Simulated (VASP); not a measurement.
Input of a VASP 6.6.1 run:

File INCAR:

```
SYSTEM = Sn3Ru
ALGO = Normal
EDIFF = 1E-7
ENCUT = 520
GGA = PE
ISIF = 2
ISMEAR = 0
LASPH = .TRUE.
LCHARG = .FALSE.
LREAL = .FALSE.
LWAVE = .FALSE.
NBANDS = 36
NELM = 80
PREC = Accurate
SIGMA = 0.1
```

File KPOINTS:

```
k-points
0
G
  4 4 4
  0 0 0
```

The input POSCAR:

```
Sn3Ru
1.0
    0.0000000000      4.0218970100      4.0218970100
    4.0218970100      0.0000000000      4.0218970100
    4.0218970100      4.0218970100      0.0000000000
Sn Ru
3 1
Direct
    0.2500000000      0.2500000000      0.2500000000
    0.7500000000      0.7500000000      0.7500000000
    0.5000000000      0.5000000000      0.5000000000
    0.0000000000      0.0000000000      0.0000000000
```

Potentials or basis: VASP PAW PBE potentials, release 64 (Sn_d, Ru_pv).

The run is started by

```bash
$ cat potpaw_PBE.64/Sn_d/POTCAR potpaw_PBE.64/Ru_pv/POTCAR > POTCAR
$ mpirun -np 1 vasp_std > vasp.out
```

Predict the band gap on the k mesh.

zero (bands 28 and 29 overlap by 0.71 eV).

Predict the pressure.

-12.8 GPa.

Caveat: the cell stands under tension; spin-orbit coupling is left out, which moves the levels of the heavy elements.
